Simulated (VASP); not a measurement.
Crystal: Zr2AlN3.

```
Zr Al N
1.0
     3.35767    0.00000    0.00000
    -1.67883    2.90782    0.00000
     0.00000    0.00000    8.22457
Zr Al N
2 1 3
Direct
  0.66667 0.33333 0.33333
  0.33333 0.66667 0.66667
  0.00000 0.00000 0.00000
  0.33333 0.66667 0.16667
  0.00000 0.00000 0.50000
  0.66667 0.33333 0.83333
```

| Quantity | Value |
| --- | --- |
| Program | VASP 6.6.1 |
| Task | relaxation of cell and atoms |
| Functional | PBE |
| Potentials or basis | VASP PAW PBE potentials, release 64 (Zr_sv, Al, N) |
| Cutoff | 600 eV |
| k mesh | 6 × 6 × 2 |
| Occupations | gaussian, width 0.1 eV |
| Spin | no spin polarisation |

At the start: pressure -27.7 GPa; volume 13.38 Å³/atom.

Question: How do energy, volume and symmetry change on relaxing?

Answer: Over 10 steps the energy falls by 306.4 meV/atom and the volume is 11.03 Å³/atom (-17.6 %); space group P-3m1 (No. 164, to 0.1 Å) before and after.

The path:
```tsv
step	energy change (eV)	largest force (eV/Å)	pressure (GPa)	volume (Å³)
1	0.0000	1.4357	-27.65	80.30
2	0.2497	2.8512	62.60	56.33
3	-1.4796	2.3902	0.71	67.23
4	-1.4820	2.4128	2.13	66.83
5	-1.7594	1.3624	2.59	66.00
6	-1.7594	1.3822	2.61	65.99
7	-1.8206	0.1730	-4.25	67.33
8	-1.8301	0.2244	-2.55	66.96
9	-1.8342	0.2073	1.77	65.68
10	-1.8384	0.0231	-0.06	66.20
```

Final structure:
```
Zr Al N
1.0
     3.13799    0.00000    0.00000
    -1.56900    2.71758    0.00000
     0.00000    0.00000    7.76345
Zr Al N
2 1 3
Direct
  0.66667 0.33333 0.33192
  0.33333 0.66667 0.66808
  0.00000 0.00000 0.00000
  0.33333 0.66667 0.14391
  0.00000 0.00000 0.50000
  0.66667 0.33333 0.85609
```

Caveat: the k points lie up to 0.40 Å⁻¹ apart in the final cell, too coarse for converged energies and pressures of a metal; the volume moved by over 15 % at a fixed basis, so the end points are rough.
